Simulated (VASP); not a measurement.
Be3Bi: relaxation of cell and atoms with PBE

Be3Bi:

```
Be Bi
1.0
     6.27685    0.00000    0.00000
    -3.13842    5.43591    0.00000
     0.00000    0.00000    3.56700
Be Bi
6 2
Direct
  0.20873 0.19493 0.25000
  0.01380 0.20873 0.75000
  0.80507 0.01380 0.25000
  0.79127 0.80507 0.75000
  0.98620 0.79127 0.25000
  0.19493 0.98620 0.75000
  0.33333 0.66667 0.25000
  0.66667 0.33333 0.75000
```

```
Program                : VASP 6.6.1
Task                   : relaxation of cell and atoms
Functional             : PBE
Potentials or basis    : VASP PAW PBE potentials, release 64 (Be, Bi_d)
Cutoff                 : 600 eV
k mesh                 : 6 × 6 × 10
Occupations            : gaussian, width 0.1 eV
Spin                   : no spin polarisation
Dipole correction      : no
Further INCAR settings : ALGO = Normal; EDIFF = 1e-07; IBRION = 2; EDIFFG = -0.01; NSW = 100; ISIF = 3
```

* Relaxed volume: 15.17 Å³/atom
* Relaxed cell: a = 6.256 Å, b = 6.256 Å, c = 3.580 Å, α = 90.00°, β = 90.00°, γ = 120.00°
* Space group after relaxing (to 0.1 Å): P6_3/m (No. 176)
* Energy gained by relaxing: 0.2 meV/atom
* Ionic steps: 6
* Pressure after relaxing: 0.0 GPa
* Largest force after relaxing: 0.009 eV/Å
* Band gap on the k mesh: zero (bands 21 and 22 overlap by 3.90 eV)

Forces on the atoms (eV/Å):
```
Be   0.007 -0.006  0.000
Be   0.008  0.003  0.000
Be   0.002  0.009  0.000
Be  -0.007  0.006  0.000
Be  -0.008 -0.003  0.000
Be  -0.002 -0.009  0.000
Bi   0.000  0.000  0.000
Bi   0.000  0.000  0.000
```

The path:
| step | energy change (eV) | largest force (eV/Å) | pressure (GPa) | volume (Å³) |
| --- | --- | --- | --- | --- |
| 1 | 0.0000 | 0.0448 | -0.01 | 121.71 |
| 2 | -0.0007 | 0.0289 | -0.06 | 121.69 |
| 3 | -0.0015 | 0.0126 | -0.16 | 121.64 |
| 4 | -0.0016 | 0.0110 | 0.06 | 121.24 |
| 5 | -0.0016 | 0.0107 | 0.00 | 121.35 |
| 6 | -0.0017 | 0.0087 | 0.00 | 121.35 |

Final structure:
```yaml
crystal:
  lattice:
    - [6.25622, 0.00000, 0.00000]
    - [-3.12811, 5.41804, 0.00000]
    - [0.00000, 0.00000, 3.57997]
  atoms:
    - { symbol: Be, position: [0.21001, 0.19607, 0.25000] }
    - { symbol: Be, position: [0.01394, 0.21001, 0.75000] }
    - { symbol: Be, position: [0.80393, 0.01394, 0.25000] }
    - { symbol: Be, position: [0.78999, 0.80393, 0.75000] }
    - { symbol: Be, position: [0.98606, 0.78999, 0.25000] }
    - { symbol: Be, position: [0.19607, 0.98606, 0.75000] }
    - { symbol: Bi, position: [0.33333, 0.66667, 0.25000] }
    - { symbol: Bi, position: [0.66667, 0.33333, 0.75000] }
```

Levels at points of the mesh, in eV from the Fermi level:
| k point | band 19 | band 20 | band 21 | band 22 | band 23 | band 24 | band 25 | band 26 |
| --- | --- | --- | --- | --- | --- | --- | --- | --- |
| (0.00, 0.00, 0.00) | 1.77 | 2.30 | 2.30 | 2.58 | 2.58 | 2.60 | 2.82 | 3.55 |
| (0.50, 0.00, 0.00) | -0.60 | -0.43 | 0.35 | 0.70 | 2.49 | 2.66 | 2.92 | 3.50 |
| (0.00, 0.00, 0.50) | -3.32 | -3.32 | -1.15 | -1.15 | -1.15 | -1.15 | 4.54 | 4.54 |
| (0.50, 0.00, 0.50) | -1.19 | -1.19 | -0.73 | -0.73 | 0.96 | 0.96 | 2.13 | 2.13 |

Wall time 10 min on 1 thread of Oxide Virtual Turin-like Processor, on a shared host, peak memory 0.33 GiB.

Caveat: spin-orbit coupling is left out, which moves the levels of the heavy elements.
